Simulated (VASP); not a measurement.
# GaP (ae) (F-43m) in VASP: further runs

Runs on GaP (ae). Level: PBE. Tasks: single point.

Program: VASP 6.6.1. These are calculated values, not measurements. Logs are shortened: lines on timing, memory, paths and dates and some standing lists are left out, and cuts for length are marked.

**1. The cell of the first run**

Symmetry: F-43m, No. 216, cubic system. Conventional cell: a = 5.336 Å, b = 5.336 Å, c = 5.336 Å, α = 90.00°, β = 90.00°, γ = 90.00°. Within 3.1 Å of Ga (site symmetry -43m) lie 4 P at 2.31 Å. P (site symmetry -43m) has 4 Ga at 2.31 Å within 3.1 Å.

**2. Single point, PBE (volume scaled by 0.91)**

Contents of INCAR:

```
PREC = Accurate
ENCUT = 500
EDIFF = 1E-6
ISMEAR = 0
SIGMA = 0.02
LREAL = False
LASPH = True
NELM = 120
ALGO = Normal
ISIF = 2
LWAVE = False
LCHARG = False
GGA = PE
NBANDS = 16
GGA_COMPAT = False
```

Contents of KPOINTS:

```
regular mesh
0
Gamma
  8 8 8
```

Contents of POSCAR:

```
GaP
1.0
    0.0000000000      2.6677812557      2.6677812557
    2.6677812557      0.0000000000      2.6677812557
    2.6677812557      2.6677812557      0.0000000000
Ga P
1 1
Direct
    0.0000000000      0.0000000000      0.0000000000
    0.2500000000      0.2500000000      0.2500000000
```

Potentials or basis: VASP PAW PBE potentials, release 64 (Ga_d, P).

Started as:

```
$ cat potpaw_PBE.64/Ga_d/POTCAR potpaw_PBE.64/P/POTCAR > POTCAR
$ mpirun -np 1 vasp_std > vasp.out
```

OUTCAR:

```text
PREC = Accurate
   ENCUT = 500
   EDIFF = 1E-6
   ISMEAR = 0
   LREAL = False
   LASPH = True
   NELM = 120
   ISIF = 2
   GGA = PE

 ion  position               nearest neighbor table
   1  0.000  0.000  0.000-   2 2.31   2 2.31   2 2.31   2 2.31
   2  0.250  0.250  0.250-   1 2.31   1 2.31   1 2.31   1 2.31

  LATTYP: Found a face centered cubic cell.
 ALAT       =     5.3355625114

  Lattice vectors:

 A1 = (   0.0000000000,   2.6677812557,   2.6677812557)
 A2 = (   2.6677812557,   0.0000000000,   2.6677812557)
 A3 = (   2.6677812557,   2.6677812557,   0.0000000000)

Analysis of symmetry for initial positions (statically):
=====================================================================
 Subroutine PRICEL returns:
 Original cell was already a primitive cell.

 Routine SETGRP: Setting up the symmetry group for a
 face centered cubic supercell.

 Subroutine GETGRP returns: Found 24 space group operations
 (whereof 24 operations were pure point group operations)
 out of a pool of 48 trial point group operations.

The static configuration has the point symmetry T_d .

Analysis of symmetry for dynamics (positions and initial velocities):
=====================================================================
 Subroutine PRICEL returns:
 Original cell was already a primitive cell.

 Routine SETGRP: Setting up the symmetry group for a
 face centered cubic supercell.

 Subroutine GETGRP returns: Found 24 space group operations
 (whereof 24 operations were pure point group operations)
 out of a pool of 48 trial point group operations.

The dynamic configuration has the point symmetry T_d .

 Subroutine INISYM returns: Found 24 space group operations
 (whereof 24 operations are pure point group operations),
 and found     1 'primitive' translations

----------------------------------------------------------------------------------------

                                     Primitive cell

  volume of cell :      37.9735

  direct lattice vectors                    reciprocal lattice vectors
     0.000000000  2.667781256  2.667781256    -0.187421663  0.187421663  0.187421663
     2.667781256  0.000000000  2.667781256     0.187421663 -0.187421663  0.187421663
     2.667781256  2.667781256  0.000000000     0.187421663  0.187421663 -0.187421663

  length of vectors
     3.772812433  3.772812433  3.772812433     0.324623843  0.324623843  0.324623843

  position of ions in fractional coordinates (direct lattice)
[... 78 lines left out ...]
   NELM   =    120;   NELMIN=  2; NELMDL= -5     # of ELM steps
   EDIFF  = 0.1E-05   stopping-criterion for ELM
   LREAL  =      F    real-space projection
   EDIFFG = 0.1E-04   stopping-criterion for IOM
   NSW    =      0    number of steps for IOM
   IBRION =     -1    ionic relax: 0-MD 1-quasi-New 2-CG
   NFREE  =      0    steps in history (QN), initial steepest desc. (CG)
   ISIF   =      2    stress and relaxation
   ISYM   =      2    0-nonsym 1-usesym 2-fastsym
   POTIM  = 0.5000    time-step for ionic-motion
   TEBEG  =    0.0;   TEEND  =   0.0 temperature during run
   PSTRESS=    0.0 pullay stress
   NELECT =      18.0000    total number of electrons
   NUPDOWN=      -1.0000    fix difference up-down
   EMIN   =  10.00;   EMAX   =-10.00  energy-range for DOS
   EFERMI =   0.00;   METHOD = LEGACY
   ISMEAR =     0;   SIGMA  =   0.02  broadening in eV -4-tet -1-fermi 0-gaus
   EFERMI_NEDOS =   21; number of points for ismear=-14 and -15
   IALGO  =     38    algorithm
   IMIX   =      4    mixing-type and parameters
     AMIX     =   0.40;   BMIX     =  1.00
     AMIX_MAG =   1.60;   BMIX_MAG =  1.00
  volume/ion in A,a.u.               =      18.99       128.13
  Fermi-wavevector in a.u.,A,eV,Ry     =   1.276455  2.412150 22.168475  1.629337
  Thomas-Fermi vector in A             =   2.409110
   LORBIT       =      0    0 simple, 1 ext, 2 COOP (PROOUT), +10 PAW based schemes
   GGA     = PE    functional components
   LHFCALC =     F    Hartree Fock is set to
   AEXX    =    0.0000 exact exchange contribution
   IVDW    =     0    specifies the selected vdW correction
   LEPSILON=     F    determine dielectric tensor
   LRPA    =     F    only Hartree local field effects (RPA)
 non-spin polarized calculation
 Gauss-broadening in eV      SIGMA  =   0.02
  energy-cutoff  :      500.00
  volume of cell :       37.97
 maximum number of plane-waves:       982
   NGX = 13   NGY = 13   NGZ = 13

 number of electron      17.9999984 magnetization

 Free energy of the ion-electron system (eV)
  ---------------------------------------------------
  ext. energy  EPLUGINS =         0.00000000
  ---------------------------------------------------
  free energy    TOTEN  =        -9.02958337 eV

  energy without entropy =       -9.02958337  energy(sigma->0) =       -9.02958337

 E-fermi :   5.4926     XC(G=0): -10.1275

 val. band max:        5.3289235284   @ k =   0.0000   0.0000   0.0000
 cond. band min:       6.8415954517   @ k =   0.5000   0.5000   0.0000
 fundamental gap:      1.5126719232
 Fermi energy:         5.4925931180

 k-point     1 :       0.0000    0.0000    0.0000
  band No.  band energies     occupation
      1      -9.3464      2.00000
      2      -9.3464      2.00000
      3      -9.3464      2.00000
      4      -9.2255      2.00000
      5      -9.2255      2.00000
      6      -7.6634      2.00000
[... 433 lines left out ...]
      3      -9.2937      2.00000
      4      -9.2324      2.00000
      5      -9.2165      2.00000
      6      -4.9349      2.00000
[... 8 lines left out ...]
     15      17.5560      0.00000
     16      18.2204      0.00000

 [... further k-points ...]

------------------------ aborting loop because EDIFF is reached ----------------------------------------

  FORCE on cell =-STRESS in cart. coord.  units (eV):
  Direction    XX          YY          ZZ          XY          YZ          ZX
  --------------------------------------------------------------------------------------
  -------------------------------------------------------------------------------------
  Total        2.0912873      2.0912873      2.0912873      0.0000000      0.0000000     -0.0000000
  in kB       88.2355592     88.2355592     88.2355592      0.0000000      0.0000000     -0.0000000
  external PRESSURE =      88.2355592 kB  Pullay stress =       0.0000000 kB

 VOLUME and BASIS-vectors are now :
 -----------------------------------------------------------------------------
  energy-cutoff  :      500.00
  volume of cell :       37.97
      direct lattice vectors                 reciprocal lattice vectors
     0.000000000  2.667781256  2.667781256    -0.187421663  0.187421663  0.187421663
     2.667781256  0.000000000  2.667781256     0.187421663 -0.187421663  0.187421663
     2.667781256  2.667781256  0.000000000     0.187421663  0.187421663 -0.187421663

 POSITION                                       TOTAL-FORCE (eV/Angst)
 -----------------------------------------------------------------------------------
      0.00000      0.00000      0.00000         0.000000      0.000000      0.000000
      1.33389      1.33389      1.33389        -0.000000     -0.000000     -0.000000
 -----------------------------------------------------------------------------------
    total drift:                                0.000001      0.000001      0.000001

  FREE ENERGIE OF THE ION-ELECTRON SYSTEM (eV)
  ---------------------------------------------------
  free  energy   TOTEN  =        -9.0295833670 eV

  energy  without entropy=       -9.0295833670  energy(sigma->0) =       -9.02958337
```

Wall time 13 s (1 thread of Intel Xeon 6975P-C, shared host); peak memory 0.16 GiB.

Results:

- Free energy: -9.0296 eV
- Pressure: 8.8 GPa
- Band gap on the k mesh: 1.51 eV, indirect (least direct gap 2.36 eV)

 A k mesh can miss the band edges.

[end of part 1 of 2]
